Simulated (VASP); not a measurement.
Set up this calculation in VASP 6.6.1, as the native input.

| Quantity | Value |
| --- | --- |
| Task | single point |
| Functional | r2SCAN |
| Potentials or basis | VASP PAW PBE potentials, release 64 (Rh_pv) |
| Cutoff | 520 eV |
| k mesh | 22 × 22 × 22 |
| Occupations | gaussian, width 0.15 eV |
| Spin | no spin polarisation |
| Dipole correction | no |
| Further INCAR settings | ALGO = Normal; EDIFF = 1e-06; NBANDS = 14 |

The system is Rh.

```
Rh
1.0
     0.00000    1.85401    1.90155
     1.85401    0.00000    1.90155
     1.85401    1.85401    0.00000
Rh
1
Direct
  0.00000 0.00000 0.00000
```

This cell differs from its parent crystal: strain -0.025 along x and y, +0.000 along z.

The input as run:

POSCAR

```
Rh
1.0
    0.0000000000      1.8540112500      1.9015500000
    1.8540112500      0.0000000000      1.9015500000
    1.8540112500      1.8540112500      0.0000000000
Rh
1
Direct
    0.0000000000      0.0000000000      0.0000000000
```

INCAR.step1

```
SYSTEM = Rh
PREC     = Accurate       ! precision mode
ENCUT    = 520            ! plane-wave cutoff, eV
ISMEAR   = 0              ! smearing method
SIGMA    = 0.15           ! smearing width, eV
LREAL    = .FALSE.        ! projectors in reciprocal space
LASPH    = .TRUE.         ! aspherical terms in the spheres
NELM     = 100            ! most SCF steps
NBANDS   = 14             ! bands
GGA      = PE             ! functional
ALGO     = Normal         ! electronic algorithm
EDIFF    = 1E-4           ! SCF threshold, eV
LWAVE    = .TRUE.         ! write WAVECAR
LCHARG   = .FALSE.        ! write CHGCAR
```

INCAR.step2

```
SYSTEM = Rh
PREC     = Accurate       ! precision mode
ENCUT    = 520            ! plane-wave cutoff, eV
EDIFF    = 1E-6           ! SCF threshold, eV
ISMEAR   = 0              ! smearing method
SIGMA    = 0.15           ! smearing width, eV
LREAL    = .FALSE.        ! projectors in reciprocal space
LASPH    = .TRUE.         ! aspherical terms in the spheres
NELM     = 100            ! most SCF steps
ALGO     = Normal         ! electronic algorithm
ISIF     = 2              ! what is computed and relaxed
LWAVE    = .FALSE.        ! write WAVECAR
LCHARG   = .FALSE.        ! write CHGCAR
METAGGA  = R2SCAN         ! meta-GGA
LMIXTAU  = .TRUE.       
NBANDS   = 14             ! bands
ISTART   = 1
```

KPOINTS

```
Automatic mesh
0
G
  22 22 22
  0 0 0
```

Potentials or basis: VASP PAW PBE potentials, release 64 (Rh_pv).

The run is started by

```sh
$ cat potpaw_PBE.64/Rh_pv/POTCAR > POTCAR
$ cp INCAR.step1 INCAR
$ mpirun -np 1 vasp_std > vasp.out
$ cp INCAR.step2 INCAR
$ mpirun -np 1 vasp_std > vasp.out
```

Results of the run:

| Item | Value |
| --- | --- |
| Pressure | 17.1 GPa |
| Band gap on the k mesh | zero (an odd number of electrons rules out a gap without spin polarisation) |

Caveat: the cell differs from its parent crystal (strain -0.025 along x and y, +0.000 along z); the cell stands under pressure; the PAW data sets were made with another functional, which shifts forces and pressure a little.

Wall time 2.7 min on 1 thread of Intel(R) Xeon(R) 6975P-C (Granite Rapids), on a shared host, peak memory 0.24 GiB.
